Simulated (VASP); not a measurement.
Here is a VASP 6.6.1 calculation.

Contents of INCAR:

```
SYSTEM = TaRu2
ALGO = Fast
EDIFF = 1E-6
ENCUT = 520
GGA = PE
ISIF = 2
ISMEAR = 0
LASPH = .True.
LCHARG = .True.
LELF = .True.
LREAL = .False.
LVHAR = .True.
LWAVE = .False.
NBANDS = 26
NELM = 100
PREC = Accurate
SIGMA = 0.1
```

KPOINTS

```
k-points
0
Gamma
  20 20 20
  0 0 0
```

POSCAR

```
TaRu2
1.0
   -1.5656858793      1.5656858793      4.7904701032
    1.5656858793     -1.5656858793      4.7904701032
    1.5656858793      1.5656858793     -4.7904701032
Ta Ru
1 2
Direct
    0.5000000000      0.5000000000      0.0000000000
    0.8459736886      0.8459736886      0.0000000000
    0.1540263114      0.1540263114      0.0000000000
```

Potentials or basis: VASP PAW PBE potentials, release 64 (Ta_pv, Ru_pv).

Launch:

```bash
$ cat potpaw_PBE.64/Ta_pv/POTCAR potpaw_PBE.64/Ru_pv/POTCAR > POTCAR
$ mpirun -np 1 vasp_std > vasp.out
```

Q: What does it give for the band gap on the k mesh?

A: Zero (an odd number of electrons rules out a gap without spin polarisation).

Q: What does it give for the pressure?

A: 0.1 GPa.

Q: Predict the largest force.

A: 0.026 eV/Å.

Stress tensor (GPa, compression positive):
```
0.18 0.00 0.00
0.00 0.18 0.00
0.00 0.00 0.04
```

Caveat: spin-orbit coupling is left out, which moves the levels of the heavy elements.
